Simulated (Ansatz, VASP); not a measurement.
One calculation of Rb, two programs

Contents of INCAR:

```
PREC = Accurate
ENCUT = 520
EDIFF = 1E-6
ISMEAR = 0
SIGMA = 0.1
LREAL = False
LASPH = True
NELM = 80
ALGO = Normal
ISIF = 2
LWAVE = False
LCHARG = True
GGA = PE
LELF = True
LVHAR = True
NBANDS = 10
```

The input KPOINTS:

```
regular mesh
0
Gamma
  10 10 10
```

Contents of POSCAR:

```
Rb
1.0
   -2.8630824110      2.8630824110      2.8630824110
    2.8630824110     -2.8630824110      2.8630824110
    2.8630824110      2.8630824110     -2.8630824110
Rb
1
Direct
    0.0000000000      0.0000000000      0.0000000000
```

Input for Ansatz:

```yaml
crystal:
  lattice:
    - [-2.863082411, 2.863082411, 2.863082411]
    - [2.863082411, -2.863082411, 2.863082411]
    - [2.863082411, 2.863082411, -2.863082411]
  atoms:
    - { symbol: Rb, position: [0.0, 0.0, 0.0] }
basis:
  ecutwfc: 420
kpoints:
  mp_grid: { grid: [10, 10, 10] }
hamiltonian:
  xc: pbe
scf:
  occupations: { method: gaussian, width: 0.1 }
output:
  forces: true
  stress: true
  eigenvalues: true
```

Alike in both runs: task single point; functional PBE; k mesh 10 × 10 × 10; occupations gaussian, width 0.1 eV; no spin polarisation.

|  | VASP | Ansatz |
| --- | --- | --- |
| version | VASP 6.6.1 | Ansatz 0.2.0 |
| potentials or method | VASP PAW PBE potentials, release 64 (Rb_sv), cutoff 520 eV | scalar-relativistic, plane waves, PAW |
| valence electrons in the cell | 9 | 9 |

```tsv
	VASP	Ansatz	Ansatz less VASP
gap on the k mesh at the Fermi level (eV)	none	none	-
pressure (GPa)	-0.1	-0.1	0.00
```

A gap of «none» marks a metal or a gap that the smearing closes.
